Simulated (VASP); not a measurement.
Crystal: Si2W.

```xyz
9
Lattice="4.6169 0.0000 0.0000 -2.3084 3.9983 0.0000 0.0000 0.0000 6.6532" Properties=species:S:1:pos:R:3 pbc="T T T"
W     2.3084    0.0000    3.3266
W     1.1542    1.9992    5.5444
W    -1.1542    1.9992    1.1089
Si    1.1332    0.6542    1.1089
Si    3.4837    0.6542    5.5444
Si    0.0000    1.3085    3.3266
Si    1.1753    3.3441    1.1089
Si   -1.1753    3.3441    5.5444
Si    2.3084    2.6899    3.3266
```

Base run:

- Program: VASP 6.6.1
- Functional: LDA
- Potentials or basis: VASP PAW LDA potentials, release 64 (W_sv, Si)
- Cutoff: 520 eV
- k mesh: 7 × 7 × 4
- Occupations: fermi-dirac, width 0.05 eV
- Spin: no spin polarisation

Its results: band gap on the k mesh 0.20 eV, indirect (least direct gap 0.64 eV); pressure -8.6 GPa; largest force 0.049 eV/Å.

The run is repeated on the same cell with these changes: functional from LDA to PBEsol; potentials or basis from VASP PAW LDA potentials, release 64 (W_sv, Si) to VASP PAW PBE potentials, release 64 (W_sv, Si). What comes out?

Band gap on the k mesh 0.22 eV, indirect (least direct gap 0.68 eV); pressure -5.3 GPa; largest force 0.033 eV/Å.

Caveats: spin-orbit coupling is left out, which moves the levels of the heavy elements; the PAW data sets were made with another functional, which shifts forces and pressure a little (some runs).

A k mesh can miss the band edges.
